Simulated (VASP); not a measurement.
ZnCu, 2 atoms in the cell. It takes space group Pm-3m (No. 221, cubic). The conventional cell has a = 3.003 Å, b = 3.003 Å, c = 3.003 Å, α = 90.00°, β = 90.00°, γ = 90.00°. Zn (site symmetry m-3m) has 8 Cu at 2.60 Å and 6 Zn at 3.00 Å within 3.4 Å. Cu (site symmetry m-3m) has 8 Zn at 2.60 Å and 6 Cu at 3.00 Å within 3.4 Å.  This cell differs from its parent crystal: volume scaled by 1.06.

* Program: VASP 6.6.1
* Task: single point
* Functional: PBE
* Potentials or basis: VASP PAW PBE potentials, release 64 (Zn, Cu)
* Cutoff: 520 eV
* k mesh: 9 × 9 × 9
* Occupations: fermi-dirac, width 0.05 eV
* Spin: no spin polarisation
* Dipole correction: no
* Further INCAR settings: ALGO = Fast; EDIFF = 1e-06; NBANDS = 18

Potentials or basis: VASP PAW PBE potentials, release 64 (Zn, Cu).

Run with:

```sh
$ cat potpaw_PBE.64/Zn/POTCAR potpaw_PBE.64/Cu/POTCAR > POTCAR
$ mpirun -np 1 vasp_std > vasp.out
```

Hardware: 1 thread of AMD EPYC 7R43 64-Core Processor (Zen 3) (shared host).

**Question.** Estimate the wall time of this run.

**Answer.** Wall time 32 s on 1 thread of AMD EPYC 7R43 64-Core Processor (Zen 3), on a shared host, peak memory 0.11 GiB. Counts: scf iterations 16, k points 35.
